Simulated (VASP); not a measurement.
A run of VASP 6.6.1 is set up as follows.

The input POSCAR:

```
MgO
1.0
    0.0000000000      2.1021674155      2.1442107638
    2.1021674155      0.0000000000      2.1442107638
    2.1021674155      2.1021674155      0.0000000000
Mg O
1 1
Direct
    0.0000000000      0.0000000000      0.0000000000
    0.5000000000      0.5000000000      0.5000000000
```

The input INCAR.step1:

```
SYSTEM = MgO
PREC = Accurate
ENCUT = 520
ISMEAR = 0
SIGMA = 0.01
LREAL = .FALSE.
LASPH = .TRUE.
NELM = 80
NBANDS = 11
GGA = PE
ALGO = Normal
EDIFF = 1E-4
LWAVE = .TRUE.
LCHARG = .FALSE.
```

INCAR.step2

```
SYSTEM = MgO
PREC = Accurate
ENCUT = 520
EDIFF = 1E-7
ISMEAR = 0
SIGMA = 0.01
LREAL = .FALSE.
LASPH = .TRUE.
NELM = 80
ALGO = Normal
ISIF = 2
LWAVE = .FALSE.
LCHARG = .FALSE.
METAGGA = R2SCAN
LMIXTAU = .TRUE.
NBANDS = 11
ISTART = 1
```

File KPOINTS:

```
Automatic mesh
0
G
  10 10 10
  0 0 0
```

Potentials or basis: VASP PAW PBE potentials, release 64 (Mg, O).

Launch:

```console
$ cat potpaw_PBE.64/Mg/POTCAR potpaw_PBE.64/O/POTCAR > POTCAR
$ cp INCAR.step1 INCAR
$ mpirun -np 1 vasp_std > vasp.out
$ cp INCAR.step2 INCAR
$ mpirun -np 1 vasp_std > vasp.out
```

Task: Predict the pressure.

Result: -4.2 GPa.

Task: Estimate the band gap on the k mesh.

Result: 5.43 eV.

Stress tensor (GPa, compression positive):
```
-2.95  0.00  0.00
 0.00 -2.95  0.00
 0.00  0.00 -6.61
```

Caveat: the cell differs from its parent crystal (uniaxial z strain +2.0%); the cell stands under tension; the PAW data sets were made with another functional, which shifts forces and pressure a little.
